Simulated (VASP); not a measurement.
A run of VASP 6.6.1 is set up as follows.

Contents of INCAR:

```
SYSTEM = TiTlSb2
ALGO = Normal
EDIFF = 1E-6
ENCUT = 520
GGA = PE
ISIF = 2
ISMEAR = 0
LASPH = .True.
LCHARG = .False.
LREAL = .False.
LWAVE = .False.
NBANDS = 26
NELM = 60
PREC = Accurate
SIGMA = 0.1
```

KPOINTS

```
k-points
0
Gamma
  4 4 4
  0 0 0
```

The input POSCAR:

```
TiTlSb2
1.0
    5.4525641700      0.0000000000      0.0000000000
    0.0000000000      5.4525641700      0.0000000000
    0.0000000000      0.0000000000      3.8555451000
Ti Tl Sb
1 1 2
Direct
    0.0000000000      0.0000000000      0.5000000000
    0.5000000000      0.5000000000      0.5000000000
    0.0000000000      0.5000000000      0.0000000000
    0.5000000000      0.0000000000      0.0000000000
```

Potentials or basis: VASP PAW PBE potentials, release 64 (Ti_sv, Tl_d, Sb).

Command:

```bash
$ cat potpaw_PBE.64/Ti_sv/POTCAR potpaw_PBE.64/Tl_d/POTCAR potpaw_PBE.64/Sb/POTCAR > POTCAR
$ mpirun -np 1 vasp_std > vasp.out
```

**Question.** Predict the pressure.

**Answer.** -6.6 GPa.

Stress tensor (GPa, compression positive):
```
-6.67  0.00  0.00
 0.00 -6.67  0.00
 0.00  0.00 -6.59
```

Caveat: the k points lie up to 0.41 Å⁻¹ apart.
